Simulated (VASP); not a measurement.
Set up this calculation in VASP 6.6.1, as the native input.

```yaml
Task: relaxation of cell and atoms
Functional: LDA
Potentials_or_basis: VASP PAW LDA potentials, release 64 (B, N)
Cutoff: 600 eV
k_mesh: 12 × 12 × 12
Occupations: gaussian, width 0.02 eV
Spin: no spin polarisation
Dipole_correction: no
Further_INCAR_settings: ALGO = Normal; EDIFF = 1e-07; IBRION = 2; EDIFFG = -0.002; NSW = 100; ISIF = 3
```

The structure of BN lies in POSCAR:

```
BN
1.0
    0.0000000000      1.7900533639      1.7900533639
    1.7900533639      0.0000000000      1.7900533639
    1.7900533639      1.7900533639      0.0000000000
B N
1 1
Direct
    0.0000000000      0.0000000000      0.0000000000
    0.2500000000      0.2500000000      0.2500000000
```

One way to write it, as run:

INCAR

```
SYSTEM = BN
PREC = Accurate ; ENCUT = 600
EDIFF = 1E-7 ; ISMEAR = 0
SIGMA = 0.02 ; LREAL = .FALSE.
LASPH = .TRUE. ; NELM = 120
ALGO = Normal ; ISIF = 3
LWAVE = .FALSE. ; LCHARG = .FALSE.
GGA = CA ; IBRION = 2
NSW = 100 ; EDIFFG = -0.002
GGA_COMPAT = .FALSE. ; NELMIN = 4
```

KPOINTS

```
regular mesh
0
G
  12 12 12
  0 0 0
```

Potentials or basis: VASP PAW LDA potentials, release 64 (B, N).

Command:

```bash
$ cat potpaw_LDA.64/B/POTCAR potpaw_LDA.64/N/POTCAR > POTCAR
$ mpirun -np 1 vasp_std > vasp.out
```

It gave:

```json
{
  "Relaxed volume": "5.75 Å³/atom",
  "Relaxed cell": "a = 2.533 Å, b = 2.533 Å, c = 2.533 Å, α = 60.00°, β = 60.00°, γ = 60.00°",
  "Space group after relaxing (to 0.1 Å)": "F-43m (No. 216)",
  "Energy gained by relaxing": "0.0 meV/atom",
  "Ionic steps": "3",
  "Pressure after relaxing": "0.0 GPa",
  "Band gap on the k mesh": "4.38 eV (least direct gap 8.81 eV)"
}
```

Wall time 10 s on 1 thread of Intel(R) Xeon(R) 6975P-C (Granite Rapids) (shared host), peak memory 0.11 GiB.
